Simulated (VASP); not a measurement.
# AlN (P1) in VASP: a series of runs

AlN is run at these levels: PBE; tasks: single point.

Everything below comes from runs of VASP 6.6.1. Logs are shortened: lines on timing, memory, paths and dates and some standing lists are left out, and cuts for length are marked.

## Step 1: The cell of the first run

The typed cell holds 4 atoms: a = 3.113 Å, b = 3.172 Å, c = 4.884 Å, α = 88.71°, β = 92.37°, γ = 121.38°.

## Step 2: Single point, PBE

Contents of INCAR:

```
  PREC = Accurate
  ENCUT = 520
  EDIFF = 1E-6
  ISMEAR = 0
  SIGMA = 0.01
  LREAL = F
  LASPH = T
  NELM = 100
  ALGO = Normal
  ISIF = 2
  LWAVE = F
  LCHARG = F
  GGA = PE
  NBANDS = 16
```

Contents of KPOINTS:

```
regular mesh
0
Gamma
  6 6 4
```

Contents of POSCAR:

```
AlN
1.0
    3.1123100000     -0.0547700000     -0.0638500000
   -1.6035900000      2.7364600000      0.0347400000
   -0.1021600000      0.0052000000      4.8832600000
Al N
2 2
Direct
    0.3322200000      0.6614300000      0.9991100000
    0.6749218425      0.3365648527      0.5049273851
    0.3327400000      0.6623700000      0.3821700000
    0.6583600000      0.3304500000      0.8792000000
```

Potentials or basis: VASP PAW PBE potentials, release 64 (Al, N).

Command:

```
> cat potpaw_PBE.64/Al/POTCAR potpaw_PBE.64/N/POTCAR > POTCAR
> mpirun -np 1 vasp_std > vasp.out
```

OUTCAR:

```text
PREC = Accurate
   ENCUT = 520
   EDIFF = 1E-6
   ISMEAR = 0
   LREAL = F
   LASPH = T
   NELM = 100
   ISIF = 2
   GGA = PE

 ion  position               nearest neighbor table
   1  0.332  0.661  0.999-   4 1.87   3 1.87   4 1.90   4 1.91   2 2.93   2 3.02   2 3.03   2 3.08
                             2 3.08   2 3.08
   2  0.675  0.337  0.505-   4 1.83   3 1.87   3 1.90   3 1.92   1 2.93   1 3.02   1 3.03   1 3.08
                             1 3.08   1 3.08
   3  0.333  0.662  0.382-   2 1.87   1 1.87   2 1.90   2 1.92
   4  0.658  0.330  0.879-   2 1.83   1 1.87   1 1.90   1 1.91

  LATTYP: Found a triclinic cell.
 ALAT       =     3.0771000449
 B/A-ratio  =     2.3047388449
 C/A-ratio  =     1.0308067523
 COS(alpha) =     0.0054542096
 COS(beta)  =     0.5038767421
 COS(gamma) =     0.6294778087

  Lattice vectors:

 A1 = (  -1.5087200000,  -2.6816900000,   0.0291100000)
 A2 = (  -4.5188700000,  -2.6321200000,  -4.7903000000)
 A3 = (   1.6035900000,  -2.7364600000,  -0.0347400000)

Analysis of symmetry for initial positions (statically):
=====================================================================
 Subroutine PRICEL returns:
 Original cell was already a primitive cell.

 Routine SETGRP: Setting up the symmetry group for a
 triclinic supercell.

 Subroutine GETGRP returns: Found  1 space group operations
 (whereof  1 operations were pure point group operations)
 out of a pool of  2 trial point group operations.

The static configuration has the point symmetry C_1 .

Analysis of symmetry for dynamics (positions and initial velocities):
=====================================================================
 Subroutine PRICEL returns:
 Original cell was already a primitive cell.

 Routine SETGRP: Setting up the symmetry group for a
 triclinic supercell.

 Subroutine GETGRP returns: Found  1 space group operations
 (whereof  1 operations were pure point group operations)
 out of a pool of  2 trial point group operations.

The dynamic configuration has the point symmetry C_1 .

 Subroutine INISYM returns: Found  1 space group operations
 (whereof  1 operations are pure point group operations),
 and found     1 'primitive' translations

----------------------------------------------------------------------------------------

                                     Primitive cell

  volume of cell :      41.1427

  direct lattice vectors                    reciprocal lattice vectors
     3.112310000 -0.054770000 -0.063850000     0.324787898  0.190244920  0.006592125
    -1.603590000  2.736460000  0.034740000     0.006492618  0.369243635 -0.000257365
    -0.102160000  0.005200000  4.883260000     0.004200504 -0.000139330  0.204869257

  length of vectors
     3.113446661  3.171895504  4.884331268     0.376462168  0.369300802  0.204912362

  position of ions in fractional coordinates (direct lattice)
     0.332220000  0.661430000  0.999110000
     0.674921842  0.336564853  0.504927385
     0.332740000  0.662370000  0.382170000
     0.658360000  0.330450000  0.879200000

  ion indices of the primitive-cell ions
   primitive index   ion index
                 1           1
                 2           2
                 3           3
                 4           4

----------------------------------------------------------------------------------------

 KPOINTS: regular mesh

Automatic generation of k-mesh.
 Grid dimensions read from file:
 generate k-points for:    6    6    4

 Generating k-lattice:

  Cartesian coordinates                     Fractional coordinates (reciprocal lattice)
     0.054131316  0.031707487  0.001098687     0.166666667  0.000000000  0.000000000
     0.001082103  0.061540606 -0.000042894    -0.000000000  0.166666667  0.000000000
     0.001050126 -0.000034833  0.051217314    -0.000000000  0.000000000  0.250000000

  Length of vectors
     0.062743695  0.061550134  0.051228091

  Shift w.r.t. Gamma in fractional coordinates (k-lattice)
     0.000000000  0.000000000  0.000000000

 Subroutine IBZKPT returns following result:
 ===========================================

 Found     76 irreducible k-points:

 Following reciprocal coordinates:
            Coordinates               Weight
  0.000000  0.000000  0.000000      1.000000
  0.166667  0.000000  0.000000      2.000000
  0.333333 -0.000000  0.000000      2.000000
  0.500000  0.000000  0.000000      1.000000
  0.000000  0.166667  0.000000      2.000000
  0.166667  0.166667 -0.000000      2.000000
[... 16 lines left out ...]
  0.333333 -0.000000  0.250000      2.000000
  0.500000 -0.000000  0.250000      2.000000
 [... further k-points ...]
   k-points           NKPTS =     76   k-points in BZ     NKDIM =     76   number of bands    NBANDS=     16
   number of dos      NEDOS =    301   number of ions     NIONS =      4
   total plane-waves  NPLWV =  20736
   dimension x,y,z NGX =    24 NGY =   24 NGZ =   36
   dimension x,y,z NGXF=    48 NGYF=   48 NGZF=   72
   ions per type =               2   2
   NGX,Y,Z   is equivalent  to a cutoff of  12.82, 12.58, 12.25 a.u.
   NGXF,Y,Z  is equivalent  to a cutoff of  25.63, 25.16, 24.51 a.u.
 SYSTEM =  unknown system
   PREC   = accura    normal or accurate (medium, high low for compatibility)
   ISTART =      0    job   : 0-new  1-cont  2-samecut
   ICHARG =      2    charge: 1-file 2-atom 10-const
   ISPIN  =      1    spin polarized calculation?
   LNONCOLLINEAR =      F non collinear calculations
   LSORBIT =      F    spin-orbit coupling
   LASPH  =      T    aspherical Exc in radial PAW
   ENCUT  =  520.0 eV  38.22 Ry    6.18 a.u.   5.79  5.90  9.08*2*pi/ulx,y,z
   NELM   =    100;   NELMIN=  2; NELMDL= -5     # of ELM steps
   EDIFF  = 0.1E-05   stopping-criterion for ELM
   LREAL  =      F    real-space projection
   EDIFFG = 0.1E-04   stopping-criterion for IOM
   NSW    =      0    number of steps for IOM
   IBRION =     -1    ionic relax: 0-MD 1-quasi-New 2-CG
   NFREE  =      0    steps in history (QN), initial steepest desc. (CG)
   ISIF   =      2    stress and relaxation
   ISYM   =      2    0-nonsym 1-usesym 2-fastsym
   POTIM  = 0.5000    time-step for ionic-motion
   TEBEG  =    0.0;   TEEND  =   0.0 temperature during run
   PSTRESS=    0.0 pullay stress
   NELECT =      16.0000    total number of electrons
   NUPDOWN=      -1.0000    fix difference up-down
   EMIN   =  10.00;   EMAX   =-10.00  energy-range for DOS
   EFERMI =   0.00;   METHOD = LEGACY
   ISMEAR =     0;   SIGMA  =   0.01  broadening in eV -4-tet -1-fermi 0-gaus
   EFERMI_NEDOS =   21; number of points for ismear=-14 and -15
   IALGO  =     38    algorithm
   IMIX   =      4    mixing-type and parameters
     AMIX     =   0.40;   BMIX     =  1.00
     AMIX_MAG =   1.60;   BMIX_MAG =  1.00
  volume/ion in A,a.u.               =      10.29        69.41
  Fermi-wavevector in a.u.,A,eV,Ry     =   1.194952  2.258132 19.427894  1.427910
  Thomas-Fermi vector in A             =   2.330929
   LORBIT       =      0    0 simple, 1 ext, 2 COOP (PROOUT), +10 PAW based schemes
   GGA     = PE    functional components
   LHFCALC =     F    Hartree Fock is set to
   AEXX    =    0.0000 exact exchange contribution
   IVDW    =     0    specifies the selected vdW correction
   LEPSILON=     F    determine dielectric tensor
   LRPA    =     F    only Hartree local field effects (RPA)
 non-spin polarized calculation
 Gauss-broadening in eV      SIGMA  =   0.01
  energy-cutoff  :      520.00
  volume of cell :       41.14
 maximum number of plane-waves:      1120
   NGX = 11   NGY = 11   NGZ = 19

 number of electron      15.9999999 magnetization

 Free energy of the ion-electron system (eV)
  ---------------------------------------------------
  ext. energy  EPLUGINS =         0.00000000
  ---------------------------------------------------
  free energy    TOTEN  =       -29.65324102 eV

  energy without entropy =      -29.65324102  energy(sigma->0) =      -29.65324102

 E-fermi :   6.4463     XC(G=0): -10.9764

 val. band max:        6.4055641797   @ k =   0.0000   0.0000   0.0000
 cond. band min:      10.6122623305   @ k =   0.0000   0.0000   0.0000
 fundamental gap:      4.2066981508
 Fermi energy:         6.4462952199

 k-point     1 :       0.0000    0.0000    0.0000
  band No.  band energies     occupation
      1      -8.9858      2.00000
      2      -6.6773      2.00000
      3       0.2958      2.00000
      4       5.2328      2.00000
      5       5.4633      2.00000
      6       5.9699      2.00000
[... 8 lines left out ...]
     15      19.6620      0.00000
     16      20.0885      0.00000

 k-point     2 :       0.1667    0.0000    0.0000
  band No.  band energies     occupation
      1      -8.6260      2.00000
      2      -6.4922      2.00000
      3       0.7220      2.00000
      4       4.0633      2.00000
      5       4.7812      2.00000
      6       4.8655      2.00000
[... 8 lines left out ...]
     15      18.8769      0.00000
     16      19.2040      0.00000

 k-point     3 :       0.3333   -0.0000    0.0000
  band No.  band energies     occupation
      1      -7.6943      2.00000
      2      -6.1738      2.00000
      3       1.8127      2.00000
      4       1.9194      2.00000
      5       3.0506      2.00000
      6       4.1688      2.00000
[... 8 lines left out ...]
     15      18.9699      0.00000
     16      20.5372      0.00000

 k-point     4 :       0.5000    0.0000    0.0000
  band No.  band energies     occupation
      1      -6.9308      2.00000
      2      -6.2081      2.00000
      3       0.8779      2.00000
      4       2.1950      2.00000
      5       3.0528      2.00000
      6       3.8989      2.00000
[... 8 lines left out ...]
     15      19.6683      0.00000
     16      21.7395      0.00000
[... 324 lines left out ...]
 k-point    22 :       0.1667    0.0000    0.2500
  band No.  band energies     occupation
      1      -8.3684      2.00000
      2      -6.9411      2.00000
      3       1.4159      2.00000
      4       4.0951      2.00000
      5       4.5365      2.00000
      6       4.9424      2.00000
[... 8 lines left out ...]
     15      18.8140      0.00000
     16      19.1672      0.00000

 k-point    23 :       0.3333   -0.0000    0.2500
  band No.  band energies     occupation
      1      -7.4700      2.00000
      2      -6.4738      2.00000
      3       1.2424      2.00000
      4       2.3592      2.00000
      5       3.5308      2.00000
      6       4.3296      2.00000
[... 8 lines left out ...]
     15      19.4114      0.00000
     16      20.2307      0.00000

 k-point    24 :       0.5000   -0.0000    0.2500
  band No.  band energies     occupation
      1      -6.8261      2.00000
      2      -6.2774      2.00000
      3       0.5991      2.00000
      4       1.5163      2.00000
      5       3.7685      2.00000
      6       4.0875      2.00000
[... 8 lines left out ...]
     15      19.0635      0.00000
     16      21.0990      0.00000

 [... further k-points ...]

------------------------ aborting loop because EDIFF is reached ----------------------------------------

  FORCE on cell =-STRESS in cart. coord.  units (eV):
  Direction    XX          YY          ZZ          XY          YZ          ZX
  --------------------------------------------------------------------------------------
  -------------------------------------------------------------------------------------
  Total        1.1707409      0.3422325      3.9540357      1.4700397     -0.1902094      1.1669189
  in kB       45.5908948     13.3271910    153.9777354     57.2461641     -7.4071179     45.4420594
  external PRESSURE =      70.9652737 kB  Pullay stress =       0.0000000 kB

 VOLUME and BASIS-vectors are now :
 -----------------------------------------------------------------------------
  energy-cutoff  :      520.00
  volume of cell :       41.14
      direct lattice vectors                 reciprocal lattice vectors
     3.112310000 -0.054770000 -0.063850000     0.324787898  0.190244920  0.006592125
    -1.603590000  2.736460000  0.034740000     0.006492618  0.369243635 -0.000257365
    -0.102160000  0.005200000  4.883260000     0.004200504 -0.000139330  0.204869257

 POSITION                                       TOTAL-FORCE (eV/Angst)
 -----------------------------------------------------------------------------------
     -0.12876      1.79698      4.88068         0.216653      0.178593     -0.047520
      1.50927      0.88666      2.43429        -0.364341     -0.351143     -1.053631
     -0.06562      1.79631      1.86800         0.335697      0.333596      0.293902
      1.42930      0.87278      4.26281        -0.188009     -0.161047      0.807248
 -----------------------------------------------------------------------------------
    total drift:                                0.000071      0.000596      0.000738

  FREE ENERGIE OF THE ION-ELECTRON SYSTEM (eV)
  ---------------------------------------------------
  free  energy   TOTEN  =       -29.6532410170 eV

  energy  without entropy=      -29.6532410170  energy(sigma->0) =      -29.65324102
```

Wall time 71 s (1 thread of AMD EPYC, shared host); peak memory 0.14 GiB.

Results:

```yaml
Free_energy: -29.6532 eV
Pressure: 7.1 GPa
Largest_force: 1.169 eV/Å
Band_gap_on_the_k_mesh: 4.21 eV, direct
```

Forces in eV/Å, atoms in the order of the input:
```
Al   0.217  0.179 -0.048
Al  -0.364 -0.351 -1.054
N    0.336  0.334  0.294
N   -0.188 -0.161  0.807
```

Caveat: forces of over 1 eV/Å act on the atoms, so gaps and moduli don't describe the material at rest.

(Part 1 of 2 ends here.)
